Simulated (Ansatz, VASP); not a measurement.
# Ba: VASP beside Ansatz

File INCAR:

```
  ALGO = Normal
  EDIFF = 1E-8
  ENCUT = 520
  GGA = PE
  ISIF = 2
  ISMEAR = -1
  LASPH = T
  LCHARG = F
  LEFG = T
  LREAL = F
  LWAVE = F
  NBANDS = 17
  NELM = 60
  PREC = Accurate
  SIGMA = 0.03
```

Contents of KPOINTS:

```
k-points
0
Gamma
  11 11 6
```

The input POSCAR:

```
Ba
1.0
    2.2043193500     -3.9988569750      0.0000000000
    2.2043193500      3.9988569750      0.0000000000
    0.0000000000      0.0000000000      7.4305148100
Ba
2
Direct
    0.6495962400      0.3504037600      0.2500000000
    0.3504037600      0.6495962400      0.7500000000
```

Input for Ansatz:

```yaml
crystal:
  lattice:
    - [2.20431935, -3.998856975, 0.0]
    - [2.20431935, 3.998856975, 0.0]
    - [0.0, 0.0, 7.43051481]
  atoms:
    - { symbol: Ba, position: [0.64959624, 0.35040376, 0.25] }
    - { symbol: Ba, position: [0.35040376, 0.64959624, 0.75] }
kpoints:
  mp_grid: { grid: [11, 11, 6] }
  band_path:
    path:
      - [0.0, 0.0, 0.0]
      - [-0.5, 0.5, 0.0]
      - [-0.3259656559, 0.6740343441, 0.0]
      - [0.3259656559, 0.3259656559, 0.0]
      - [0.0, 0.0, 0.0]
      - [0.0, 0.0, 0.5]
      - [0.3259656559, 0.3259656559, 0.5]
      - [-0.3259656559, 0.6740343441, 0.5]
      - [-0.5, 0.5, 0.5]
    npoints: 5
scf:
  occupations: { method: fermi_dirac, width: 0.03 }
hamiltonian:
  xc: pbe
  pseudopotentials: { kind: paw }
output:
  forces: true
  stress: true
  eigenvalues: true
  efg: { contact_densities: true }
```

Alike in both runs: task electric field gradients; functional PBE; k mesh 11 × 11 × 6; occupations fermi-dirac, width 0.03 eV; no spin polarisation.

```csv
,VASP,Ansatz
version,VASP 6.6.1,Ansatz 0.2.0
potentials or method,"VASP PAW PBE potentials, release 64 (Ba_sv)","PAW with Ansatz's default frozen-core files, scalar-relativistic"
plane-wave cutoff (eV),520,420
valence electrons in the cell,20,20
```

|  | VASP | Ansatz | Ansatz less VASP |
| --- | --- | --- | --- |
| pressure (GPa) | -0.2 | -0.2 | -0.04 |
| traceless stress, the component that is largest in VASP (GPa) | 0.09 | 0.09 | +0.002 |
| rms of the force components (eV/Å) | 0.015 | 0.015 | -0.0002 |
| size of Vzz on the site where it differs most (V/Å²) | 11.5 | 10.9 | -0.59 |

Atom by atom the forces differ by 0.000 eV/Å (rms over components).

Neither program's run includes spin-orbit coupling.
